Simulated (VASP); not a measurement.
Set up this calculation in VASP 6.6.1, as the native input.

```yaml
Task: relaxation of cell and atoms
Functional: LDA
Potentials_or_basis: VASP PAW LDA potentials, release 64 (Ta_pv, N)
Cutoff: 600 eV
k_mesh: 10 × 10 × 9
Occupations: fermi-dirac, width 0.02 eV
Spin: no spin polarisation
Dipole_correction: no
Further_INCAR_settings: ALGO = Normal; EDIFF = 1e-06; IBRION = 2; EDIFFG = -0.005; NSW = 100; ISIF = 3
```

The structure of TaN lies in POSCAR:

```
TaN
1.0
    2.8780239874      0.0000000000      0.0000000000
   -1.4390119937      2.4924418858      0.0000000000
    0.0000000000      0.0000000000      2.8241467514
Ta N
1 1
Direct
    0.3333333333      0.6666666667      0.5000000000
    0.0000000000      0.0000000000      0.0000000000
```

These files were run (other wordings do the same):

INCAR

```
PREC     = Accurate       # precision mode
ENCUT    = 600            # plane-wave cutoff, eV
EDIFF    = 1E-6           # SCF threshold, eV
ISMEAR   = -1             # smearing method
SIGMA    = 0.02           # smearing width, eV
LREAL    = False          # projectors in reciprocal space
LASPH    = True           # aspherical terms in the spheres
NELM     = 100            # most SCF steps
ALGO     = Normal         # electronic algorithm
ISIF     = 3              # what is computed and relaxed
LWAVE    = False          # write WAVECAR
LCHARG   = False          # write CHGCAR
GGA      = CA             # functional
IBRION   = 2              # ionic algorithm
NSW      = 100            # ionic steps
EDIFFG   = -0.005         # ionic threshold
```

KPOINTS

```
Automatic mesh
0
Gamma
  10 10 9
```

Potentials or basis: VASP PAW LDA potentials, release 64 (Ta_pv, N).

Run with:

```sh
$ cat potpaw_LDA.64/Ta_pv/POTCAR potpaw_LDA.64/N/POTCAR > POTCAR
$ mpirun -np 1 vasp_std > vasp.out
```

Results of the run:

```json
{"Relaxed volume": "10.49 Å³/atom", "Relaxed cell": "a = 2.912 Å, b = 2.912 Å, c = 2.856 Å, α = 90.00°, β = 90.00°, γ = 120.00°", "Space group after relaxing (to 0.05 Å)": "P-6m2 (No. 187)", "Energy gained by relaxing": "15.3 meV/atom", "Ionic steps": "9", "Pressure after relaxing": "0.0 GPa", "Band gap on the k mesh": "zero (band 8 reaches 8.59 eV, above the bottom of band 9 at 8.30 eV)"}
```

Caveat: spin-orbit coupling is left out, which moves the levels of the heavy elements.

It took 32 s on 1 thread of Intel(R) Xeon(R) Platinum 8488C (Sapphire Rapids), on a shared host, peak memory 0.15 GiB.
